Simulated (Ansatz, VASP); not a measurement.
# Two plane-wave programs on Al3SiPd2

```xyz
6
Lattice="4.0774 0.0000 0.0000 -2.0387 3.5311 0.0000 0.0000 0.0000 6.0731" Properties=species:S:1:pos:R:3 pbc="T T T"
Al    2.0387    0.0000    0.0000
Al   -1.0194    1.7656    0.0000
Al    1.0194    1.7656    0.0000
Si    0.0000    0.0000    0.0000
Pd    0.0000    0.0000    1.9350
Pd    0.0000    0.0000    4.1381
```

Alike in both runs: task relaxation of cell and atoms; functional PBE; k mesh 6 × 6 × 4; occupations gaussian, width 0.1 eV; no spin polarisation.

|  | VASP | Ansatz |
| --- | --- | --- |
| version | VASP 6.6.1 | Ansatz 0.2.0 |
| potentials or method | VASP PAW PBE potentials, release 64 (Al, Si, Pd), cutoff 600 eV | scalar-relativistic, plane waves, PAW |
| valence electrons in the cell | 33 | 49 |

```tsv
	VASP	Ansatz	Ansatz less VASP
gap on the k mesh at the Fermi level, each at its own relaxed structure (eV)	none	none	-
relaxed volume (Å³/atom)	27.97	28.07	+0.098
relaxed cell length with the largest relative difference (Å)	5.254	5.264	+0.0103
```

A gap of «none» marks a metal or a gap that the smearing closes. VASP's potentials hold 33 valence electrons a cell and Ansatz's 49, so a difference there can come from the potentials and not from the codes.

Noted on VASP's run: the volume moved by over 15 % at a fixed basis, so the end points are rough.
